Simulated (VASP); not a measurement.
# In3Se (Pm-3m) in VASP: further runs

Runs on In3Se. Level: PBE+D3(BJ). Tasks: single point, relaxation of cell and atoms.

All numbers are computed with VASP 6.6.1; they aren't measurements. Logs are shortened: lines on timing, memory, paths and dates and some standing lists are left out, and cuts for length are marked.

## 1. The cell of the first run

Symmetry: Pm-3m, No. 221, cubic system. Conventional cell: a = 4.701 Å, b = 4.701 Å, c = 4.701 Å, α = 90.00°, β = 90.00°, γ = 90.00°. In (site symmetry 4/mmm) has 8 In at 3.32 Å and 4 Se at 3.32 Å within 4.4 Å. Se (site symmetry m-3m) has 12 In at 3.32 Å within 4.4 Å.

## 2. Single point, PBE+D3(BJ)

INCAR

```
SYSTEM = In3Se
PREC     = Accurate       ! precision mode
ENCUT    = 520            ! plane-wave cutoff, eV
EDIFF    = 1E-6           ! SCF threshold, eV
ISMEAR   = 0              ! smearing method
SIGMA    = 0.15           ! smearing width, eV
LREAL    = .FALSE.        ! projectors in reciprocal space
LASPH    = .TRUE.         ! aspherical terms in the spheres
NELM     = 100            ! most SCF steps
ALGO     = Normal         ! electronic algorithm
ISIF     = 2              ! what is computed and relaxed
LWAVE    = .FALSE.        ! write WAVECAR
LCHARG   = .TRUE.         ! write CHGCAR
GGA      = PE             ! functional
IVDW     = 12             ! dispersion correction
LELF     = .TRUE.         ! ELF
LVHAR    = .TRUE.       
NBANDS   = 30             ! bands
```

KPOINTS

```
regular mesh
0
G
  8 8 8
  0 0 0
```

POSCAR

```
In3Se
1.0
    4.7008102814      0.0000000000      0.0000000000
    0.0000000000      4.7008102814      0.0000000000
    0.0000000000      0.0000000000      4.7008102814
In Se
3 1
Direct
    0.0000000000      0.5000000000      0.5000000000
    0.5000000000      0.0000000000      0.5000000000
    0.5000000000      0.5000000000      0.0000000000
    0.0000000000      0.0000000000      0.0000000000
```

Potentials or basis: VASP PAW PBE potentials, release 64 (In_d, Se).

Command:

```
$ cat potpaw_PBE.64/In_d/POTCAR potpaw_PBE.64/Se/POTCAR > POTCAR
$ mpirun -np 1 vasp_std > vasp.out
```

OUTCAR:

```text
SYSTEM = In3Se
   PREC = Accurate
   ENCUT = 520
   EDIFF = 1E-6
   ISMEAR = 0
   LREAL = .FALSE.
   LASPH = .TRUE.
   NELM = 100
   ISIF = 2
   GGA = PE
   IVDW = 12
 IVDW          = 12

 ion  position               nearest neighbor table
   1  0.000  0.500  0.500-   2 3.32   3 3.32   4 3.32   3 3.32   4 3.32   2 3.32   4 3.32   4 3.32
                             2 3.32   3 3.32   3 3.32   2 3.32
   2  0.500  0.000  0.500-   1 3.32   3 3.32   4 3.32   3 3.32   4 3.32   1 3.32   3 3.32   3 3.32
                             1 3.32   4 3.32   4 3.32   1 3.32
   3  0.500  0.500  0.000-   1 3.32   2 3.32   4 3.32   1 3.32   2 3.32   2 3.32   4 3.32   2 3.32
                             1 3.32   4 3.32   1 3.32   4 3.32
   4  0.000  0.000  0.000-   1 3.32   2 3.32   3 3.32   1 3.32   2 3.32   1 3.32   3 3.32   1 3.32
                             2 3.32   3 3.32   2 3.32   3 3.32

  LATTYP: Found a simple cubic cell.
 ALAT       =     4.7008102814

  Lattice vectors:

 A1 = (   4.7008102814,   0.0000000000,   0.0000000000)
 A2 = (   0.0000000000,   4.7008102814,   0.0000000000)
 A3 = (   0.0000000000,   0.0000000000,   4.7008102814)

Analysis of symmetry for initial positions (statically):
=====================================================================
 Subroutine PRICEL returns:
 Original cell was already a primitive cell.

 Routine SETGRP: Setting up the symmetry group for a
 simple cubic supercell.

 Subroutine GETGRP returns: Found 48 space group operations
 (whereof 48 operations were pure point group operations)
 out of a pool of 48 trial point group operations.

The static configuration has the point symmetry O_h .

Analysis of symmetry for dynamics (positions and initial velocities):
=====================================================================
 Subroutine PRICEL returns:
 Original cell was already a primitive cell.

 Routine SETGRP: Setting up the symmetry group for a
 simple cubic supercell.

 Subroutine GETGRP returns: Found 48 space group operations
 (whereof 48 operations were pure point group operations)
 out of a pool of 48 trial point group operations.

The dynamic configuration has the point symmetry O_h .

 Subroutine INISYM returns: Found 48 space group operations
 (whereof 48 operations are pure point group operations),
 and found     1 'primitive' translations

----------------------------------------------------------------------------------------

                                     Primitive cell

  volume of cell :     103.8767

  direct lattice vectors                    reciprocal lattice vectors
     4.700810281  0.000000000  0.000000000     0.212729283  0.000000000  0.000000000
     0.000000000  4.700810281  0.000000000     0.000000000  0.212729283  0.000000000
     0.000000000  0.000000000  4.700810281     0.000000000  0.000000000  0.212729283

  length of vectors
     4.700810281  4.700810281  4.700810281     0.212729283  0.212729283  0.212729283

  position of ions in fractional coordinates (direct lattice)
     0.000000000  0.500000000  0.500000000
     0.500000000  0.000000000  0.500000000
     0.500000000  0.500000000  0.000000000
     0.000000000  0.000000000  0.000000000

  ion indices of the primitive-cell ions
   primitive index   ion index
                 1           1
                 2           2
                 3           3
                 4           4

----------------------------------------------------------------------------------------

 KPOINTS: regular mesh

Automatic generation of k-mesh.
 Grid dimensions read from file:
 generate k-points for:    8    8    8

 Generating k-lattice:

  Cartesian coordinates                     Fractional coordinates (reciprocal lattice)
     0.026591160  0.000000000  0.000000000     0.125000000  0.000000000  0.000000000
     0.000000000  0.026591160  0.000000000     0.000000000  0.125000000  0.000000000
     0.000000000  0.000000000  0.026591160     0.000000000  0.000000000  0.125000000

  Length of vectors
     0.026591160  0.026591160  0.026591160

  Shift w.r.t. Gamma in fractional coordinates (k-lattice)
     0.000000000  0.000000000  0.000000000

 Subroutine IBZKPT returns following result:
 ===========================================

 Found     35 irreducible k-points:

 Following reciprocal coordinates:
            Coordinates               Weight
  0.000000  0.000000  0.000000      1.000000
  0.125000  0.000000  0.000000      6.000000
  0.250000  0.000000  0.000000      6.000000
  0.375000  0.000000  0.000000      6.000000
  0.500000  0.000000  0.000000      3.000000
  0.125000  0.125000  0.000000     12.000000
[... 16 lines left out ...]
  0.375000  0.375000  0.125000     24.000000
  0.500000  0.375000  0.125000     24.000000
 [... further k-points ...]
   k-points           NKPTS =     35   k-points in BZ     NKDIM =     35   number of bands    NBANDS=     30
   number of dos      NEDOS =    301   number of ions     NIONS =      4
   total plane-waves  NPLWV =  46656
   dimension x,y,z NGX =    36 NGY =   36 NGZ =   36
   dimension x,y,z NGXF=    72 NGYF=   72 NGZF=   72
   ions per type =               3   1
   NGX,Y,Z   is equivalent  to a cutoff of  12.73, 12.73, 12.73 a.u.
   NGXF,Y,Z  is equivalent  to a cutoff of  25.46, 25.46, 25.46 a.u.
 SYSTEM =  In3Se
   PREC   = accura    normal or accurate (medium, high low for compatibility)
   ISTART =      0    job   : 0-new  1-cont  2-samecut
   ICHARG =      2    charge: 1-file 2-atom 10-const
   ISPIN  =      1    spin polarized calculation?
   LNONCOLLINEAR =      F non collinear calculations
   LSORBIT =      F    spin-orbit coupling
   LASPH  =      T    aspherical Exc in radial PAW
   ENCUT  =  520.0 eV  38.22 Ry    6.18 a.u.   8.74  8.74  8.74*2*pi/ulx,y,z
   NELM   =    100;   NELMIN=  2; NELMDL= -5     # of ELM steps
   EDIFF  = 0.1E-05   stopping-criterion for ELM
   LREAL  =      F    real-space projection
   EDIFFG = 0.1E-04   stopping-criterion for IOM
   NSW    =      0    number of steps for IOM
   IBRION =     -1    ionic relax: 0-MD 1-quasi-New 2-CG
   NFREE  =      0    steps in history (QN), initial steepest desc. (CG)
   ISIF   =      2    stress and relaxation
   ISYM   =      2    0-nonsym 1-usesym 2-fastsym
   POTIM  = 0.5000    time-step for ionic-motion
   TEBEG  =    0.0;   TEEND  =   0.0 temperature during run
   PSTRESS=    0.0 pullay stress
   NELECT =      45.0000    total number of electrons
   NUPDOWN=      -1.0000    fix difference up-down
   EMIN   =  10.00;   EMAX   =-10.00  energy-range for DOS
   EFERMI =   0.00;   METHOD = LEGACY
   ISMEAR =     0;   SIGMA  =   0.15  broadening in eV -4-tet -1-fermi 0-gaus
   EFERMI_NEDOS =   21; number of points for ismear=-14 and -15
   IALGO  =     38    algorithm
   IMIX   =      4    mixing-type and parameters
     AMIX     =   0.40;   BMIX     =  1.00
     AMIX_MAG =   1.60;   BMIX_MAG =  1.00
  volume/ion in A,a.u.               =      25.97       175.25
  Fermi-wavevector in a.u.,A,eV,Ry     =   1.238719  2.340840 20.877130  1.534426
  Thomas-Fermi vector in A             =   2.373233
   LORBIT       =      0    0 simple, 1 ext, 2 COOP (PROOUT), +10 PAW based schemes
   GGA     = PE    functional components
   LHFCALC =     F    Hartree Fock is set to
   AEXX    =    0.0000 exact exchange contribution
   IVDW    =    12    specifies the selected vdW correction
   LEPSILON=     F    determine dielectric tensor
   LRPA    =     F    only Hartree local field effects (RPA)
 non-spin polarized calculation
 Gauss-broadening in eV      SIGMA  =   0.15
  energy-cutoff  :      520.00
  volume of cell :      103.88
 maximum number of plane-waves:      2829
 NGX is ok and might be reduce to    36
   NGX = 17   NGY = 17   NGZ = 17

 number of electron      45.0000010 magnetization

 Free energy of the ion-electron system (eV)
  ---------------------------------------------------
  ext. energy  EPLUGINS =         0.00000000
  ---------------------------------------------------
  free energy    TOTEN  =       -11.64989877 eV

  energy without entropy =      -11.63230894  energy(sigma->0) =      -11.64110386

 E-fermi :   6.6376     XC(G=0): -10.0424

 val. band max:        6.6293209975   @ k =   0.5000   0.5000   0.1250
 cond. band min:       6.6708875612   @ k =   0.5000   0.5000   0.1250
 fundamental gap:      0.0415665637
 Fermi energy:         6.6376072796

 k-point     1 :       0.0000    0.0000    0.0000
  band No.  band energies     occupation
      1      -8.2283      2.00000
      2      -8.2091      2.00000
      3      -8.2091      2.00000
      4      -8.2091      2.00000
      5      -8.0722      2.00000
      6      -8.0722      2.00000
[... 22 lines left out ...]
     29      12.0932      0.00000
     30      13.6324      0.00000

 k-point     2 :       0.1250    0.0000    0.0000
  band No.  band energies     occupation
      1      -8.2119      2.00000
      2      -8.2061      2.00000
      3      -8.1929      2.00000
      4      -8.1929      2.00000
      5      -8.0700      2.00000
      6      -8.0612      2.00000
[... 22 lines left out ...]
     29      12.5200      0.00000
     30      13.7008      0.00000

 k-point     3 :       0.2500    0.0000    0.0000
  band No.  band energies     occupation
      1      -8.1985      2.00000
      2      -8.1670      2.00000
      3      -8.1461      2.00000
      4      -8.1461      2.00000
      5      -8.0644      2.00000
      6      -8.0311      2.00000
[... 22 lines left out ...]
     29      13.3649      0.00000
     30      13.6798      0.00000

 k-point     4 :       0.3750    0.0000    0.0000
  band No.  band energies     occupation
      1      -8.1904      2.00000
      2      -8.1094      2.00000
      3      -8.0760      2.00000
      4      -8.0760      2.00000
      5      -8.0549      2.00000
      6      -7.9916      2.00000
[... 22 lines left out ...]
     29      12.4961      0.00000
     30      13.1238      0.00000

 k-point     5 :       0.5000    0.0000    0.0000
  band No.  band energies     occupation
      1      -8.1869      2.00000
      2      -8.0821      2.00000
      3      -8.0386      2.00000
      4      -8.0147      2.00000
      5      -8.0147      2.00000
      6      -7.9683      2.00000
[... 22 lines left out ...]
     29      11.3121      0.00000
     30      12.7215      0.00000
[... 526 lines left out ...]
     29      11.5321      0.00000
     30      12.6786      0.00000

 k-point    22 :       0.5000    0.2500    0.1250
  band No.  band energies     occupation
      1      -8.1307      2.00000
      2      -8.0786      2.00000
      3      -8.0758      2.00000
      4      -8.0433      2.00000
      5      -8.0016      2.00000
      6      -7.9966      2.00000
[... 22 lines left out ...]
     29      11.8990      0.00000
     30      13.0516      0.00000

 k-point    23 :       0.3750    0.3750    0.1250
  band No.  band energies     occupation
      1      -8.1189      2.00000
      2      -8.0906      2.00000
      3      -8.0616      2.00000
      4      -8.0603      2.00000
      5      -8.0431      2.00000
      6      -7.9864      2.00000
[... 22 lines left out ...]
     29      11.8971      0.00000
     30      12.5309      0.00000

 k-point    24 :       0.5000    0.3750    0.1250
  band No.  band energies     occupation
      1      -8.0958      2.00000
      2      -8.0892      2.00000
      3      -8.0785      2.00000
      4      -8.0704      2.00000
      5      -8.0049      2.00000
      6      -7.9989      2.00000
[... 22 lines left out ...]
     29      11.8696      0.00000
     30      13.8996      0.00000

 [... further k-points ...]

------------------------ aborting loop because EDIFF is reached ----------------------------------------

 Edisp (eV)   -1.35994

 E8    (eV) :    -0.6500

  FORCE on cell =-STRESS in cart. coord.  units (eV):
  Direction    XX          YY          ZZ          XY          YZ          ZX
  --------------------------------------------------------------------------------------
  -------------------------------------------------------------------------------------
  Total       0.01595     0.01595     0.01595     0.00000     0.00000    -0.00000
  in kB       0.24599     0.24599     0.24599     0.00000     0.00000    -0.00000
  external pressure =        0.25 kB  Pullay stress =        0.00 kB

 VOLUME and BASIS-vectors are now :
 -----------------------------------------------------------------------------
  energy-cutoff  :      520.00
  volume of cell :      103.88
      direct lattice vectors                 reciprocal lattice vectors
     4.700810281  0.000000000  0.000000000     0.212729283  0.000000000  0.000000000
     0.000000000  4.700810281  0.000000000     0.000000000  0.212729283  0.000000000
     0.000000000  0.000000000  4.700810281     0.000000000  0.000000000  0.212729283

 POSITION                                       TOTAL-FORCE (eV/Angst)
 -----------------------------------------------------------------------------------
      0.00000      2.35041      2.35041         0.000000      0.000000      0.000000
      2.35041      0.00000      2.35041         0.000000      0.000000      0.000000
      2.35041      2.35041      0.00000         0.000000      0.000000      0.000000
      0.00000      0.00000      0.00000         0.000000      0.000000      0.000000
 -----------------------------------------------------------------------------------
    total drift:                                0.000000      0.000000      0.000000

  FREE ENERGIE OF THE ION-ELECTRON SYSTEM (eV)
  ---------------------------------------------------
  free  energy   TOTEN  =       -13.0098416535 eV

  energy  without entropy=      -12.9922518198  energy(sigma->0) =      -13.00104674
```

Run time: 34 s. Hardware: 1 thread of Intel Xeon 6975P-C (Granite Rapids), shared host; peak memory 0.26 GiB.

Results:

| Item | Value |
| --- | --- |
| Free energy | -13.0098 eV |
| Pressure | 0.0 GPa |
| Band gap on the k mesh | zero (an odd number of electrons rules out a gap without spin polarisation) |
| Dispersion energy per atom | -0.340 eV |

Caveat: spin-orbit coupling is left out, which moves the levels of the heavy elements.

## 3. Single point, PBE+D3(BJ)

Edit INCAR of step 2 so:

```diff
@@ -3,5 +3,5 @@
 ENCUT    = 520            ! plane-wave cutoff, eV
-EDIFF    = 1E-6           ! SCF threshold, eV
+EDIFF    = 1E-7           ! SCF threshold, eV
 ISMEAR   = 0              ! smearing method
-SIGMA    = 0.15           ! smearing width, eV
+SIGMA    = 0.1            ! smearing width, eV
 LREAL    = .FALSE.        ! projectors in reciprocal space
```

KPOINTS

```
regular mesh
0
G
  10 10 10
  0 0 0
```

POSCAR is that of step 2.

Potentials or basis: VASP PAW PBE potentials, release 64 (In_d, Se).

Command:

```
$ cat potpaw_PBE.64/In_d/POTCAR potpaw_PBE.64/Se/POTCAR > POTCAR
$ mpirun -np 1 vasp_std > vasp.out
```

OUTCAR:

```text
SYSTEM = In3Se
   PREC = Accurate
   ENCUT = 520
   EDIFF = 1E-7
   ISMEAR = 0
   LREAL = .FALSE.
   LASPH = .TRUE.
   NELM = 100
   ISIF = 2
   GGA = PE
   IVDW = 12
 IVDW          = 12

 ion  position               nearest neighbor table
   1  0.000  0.500  0.500-   2 3.32   3 3.32   4 3.32   3 3.32   4 3.32   2 3.32   4 3.32   4 3.32
                             2 3.32   3 3.32   3 3.32   2 3.32
   2  0.500  0.000  0.500-   1 3.32   3 3.32   4 3.32   3 3.32   4 3.32   1 3.32   3 3.32   3 3.32
                             1 3.32   4 3.32   4 3.32   1 3.32
   3  0.500  0.500  0.000-   1 3.32   2 3.32   4 3.32   1 3.32   2 3.32   2 3.32   4 3.32   2 3.32
[... 1002 lines left out ...]
  -------------------------------------------------------------------------------------
  Total       0.01905     0.01905     0.01905    -0.00000     0.00000    -0.00000
  in kB       0.29377     0.29377     0.29377    -0.00000     0.00000    -0.00000
  external pressure =        0.29 kB  Pullay stress =        0.00 kB

 VOLUME and BASIS-vectors are now :
 -----------------------------------------------------------------------------
  energy-cutoff  :      520.00
  volume of cell :      103.88
      direct lattice vectors                 reciprocal lattice vectors
     4.700810281  0.000000000  0.000000000     0.212729283  0.000000000  0.000000000
     0.000000000  4.700810281  0.000000000     0.000000000  0.212729283  0.000000000
     0.000000000  0.000000000  4.700810281     0.000000000  0.000000000  0.212729283

 POSITION                                       TOTAL-FORCE (eV/Angst)
 -----------------------------------------------------------------------------------
      0.00000      2.35041      2.35041         0.000000      0.000000      0.000000
      2.35041      0.00000      2.35041         0.000000      0.000000      0.000000
      2.35041      2.35041      0.00000         0.000000      0.000000      0.000000
      0.00000      0.00000      0.00000         0.000000      0.000000      0.000000
 -----------------------------------------------------------------------------------
    total drift:                                0.000000      0.000000      0.000000

  FREE ENERGIE OF THE ION-ELECTRON SYSTEM (eV)
  ---------------------------------------------------
  free  energy   TOTEN  =       -13.0062686274 eV

  energy  without entropy=      -12.9968741275  energy(sigma->0) =      -13.00157138
```

stdout:

```text
POSCAR found type information on POSCAR InSe
 POSCAR found :  2 types and       4 ions
 scaLAPACK will be used
 LDA part: xc-table for (Slater+PW92), standard interpolation
 POSCAR, INCAR and KPOINTS ok, starting setup
 FFT: planning ... GRIDC
 FFT: planning ... GRID_SOFT
 FFT: planning ... GRID
 WAVECAR not read
 entering main loop
```

Run time: 55 s. Hardware: 1 thread of Intel Xeon 6975P-C (Granite Rapids), shared host; peak memory 0.29 GiB.

What came out:

```yaml
Free_energy: -13.0063 eV
Pressure: 0.0 GPa
Band_gap_on_the_k_mesh: zero (an odd number of electrons rules out a gap without spin polarisation)
Dispersion_energy_per_atom: -0.340 eV
```

Caveat: spin-orbit coupling is left out, which moves the levels of the heavy elements.

[end of part 1 of 2]

The gap in the log of VASP goes by the Fermi energy; the results here count the filled bands.